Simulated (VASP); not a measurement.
Runs of VASP 6.6.1 on LiH. The structure is that of space group Fm-3m (No. 225), or close to it. The cells are those of the table. 

```tsv
cell	gap on the mesh (eV)
a = 2.644 Å, angles 60.0°, 2 atoms	2.53
a = 2.932, b = 2.932, c = 2.989 Å, angles 59.4, 59.4, 61.3°, 2 atoms	2.49
a = 3.104 Å, angles 60.0°, 2 atoms	2.91
a = 2.703, b = 2.703, c = 2.644 Å, angles 60.7, 60.7, 58.6°, 2 atoms	2.04
a = 2.703, b = 2.703, c = 2.759 Å, angles 59.3, 59.3, 61.4°, 2 atoms	(a)
a = 2.877, b = 2.877, c = 2.759 Å, angles 61.3, 61.3, 57.3°, 2 atoms	1.87
a = 2.989 Å, angles 60.0°, 2 atoms	(b)
a = 2.992, b = 2.992, c = 2.874 Å, angles 61.3, 61.3, 57.4°, 2 atoms	2.05
```

Alike in all rows: task single point; level PBEsol; potentials or basis VASP PAW PBE potentials, release 64 (Li_sv, H); no spin polarisation; k mesh 10 × 10 × 10; cutoff (eV) 520; smearing gaussian 0.05 eV.

Q: Estimate the missing entries.

A: (a) 2.20; (b) 2.86.

A k mesh can miss the band edges.
